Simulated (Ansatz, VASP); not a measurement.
# Two plane-wave programs on Li5SbO

The input INCAR:

```
SYSTEM = Li5SbO
PREC     = Accurate       ! precision mode
ENCUT    = 520            ! plane-wave cutoff, eV
EDIFF    = 1E-7           ! SCF threshold, eV
ISMEAR   = 0              ! smearing method
SIGMA    = 0.1            ! smearing width, eV
LREAL    = .FALSE.        ! projectors in reciprocal space
LASPH    = .TRUE.         ! aspherical terms in the spheres
NELM     = 100            ! most SCF steps
ALGO     = Normal         ! electronic algorithm
ISIF     = 2              ! what is computed and relaxed
LWAVE    = .FALSE.        ! write WAVECAR
LCHARG   = .FALSE.        ! write CHGCAR
GGA      = PE             ! functional
NBANDS   = 22             ! bands
```

File KPOINTS:

```
regular mesh
0
G
  4 4 4
  0 0 0
```

Contents of POSCAR:

```
Li5SbO
1.0
    4.8626665200      0.0000000000      0.0000000000
    0.0000000000      4.8626665200      0.0000000000
    0.0000000000      0.0000000000      4.5942536300
Li Sb O
5 1 1
Direct
    0.0000000000      0.5000000000      0.2694540300
    0.5000000000      0.0000000000      0.2694540300
    0.0000000000      0.5000000000      0.7305459700
    0.5000000000      0.0000000000      0.7305459700
    0.5000000000      0.5000000000      0.5000000000
    0.0000000000      0.0000000000      0.0000000000
    0.0000000000      0.0000000000      0.5000000000
```

Input for Ansatz:

```yaml
crystal:
  lattice:
    - [4.86266652, 0.0, 0.0]
    - [0.0, 4.86266652, 0.0]
    - [0.0, 0.0, 4.59425363]
  atoms:
    - { symbol: Li, position: [0.0, 0.5, 0.26945403] }
    - { symbol: Li, position: [0.5, 0.0, 0.26945403] }
    - { symbol: Li, position: [0.0, 0.5, 0.73054597] }
    - { symbol: Li, position: [0.5, 0.0, 0.73054597] }
    - { symbol: Li, position: [0.5, 0.5, 0.5] }
    - { symbol: Sb, position: [0.0, 0.0, 0.0] }
    - { symbol: O, position: [0.0, 0.0, 0.5] }
basis:
  ecutwfc: 420
kpoints:
  mp_grid: { grid: [4, 4, 4] }
hamiltonian:
  xc: pbe
scf:
  occupations: { method: gaussian, width: 0.1 }
  lower_state_search: "off"
output:
  forces: true
  stress: true
  eigenvalues: true
```

Alike in both runs: task single point; functional PBE; k mesh 4 × 4 × 4; occupations gaussian, width 0.1 eV; no spin polarisation.

|  | VASP | Ansatz |
| --- | --- | --- |
| version | VASP 6.6.1 | Ansatz 0.2.0 |
| potentials or method | VASP PAW PBE potentials, release 64 (Li_sv, Sb, O), cutoff 520 eV | scalar-relativistic, plane waves, PAW |
| valence electrons in the cell | 26 | 36 |

```tsv
	VASP	Ansatz	Ansatz less VASP
gap on the k mesh at the Fermi level (eV)	none	none	-
rms of the force components (eV/Å)	0.419	0.423	+0.0041
```

Atom by atom the forces differ by 0.004 eV/Å (rms over components). A gap of «none» marks a metal or a gap that the smearing closes. With one functional, cell and mesh, what is left measures potentials, basis and numerics. VASP's potentials hold 26 valence electrons a cell and Ansatz's 36, so a difference there can come from the potentials and not from the codes.

Spin-orbit coupling is off throughout. Noted on VASP's run: the cutoff is short for stress, so the pressure is rough.
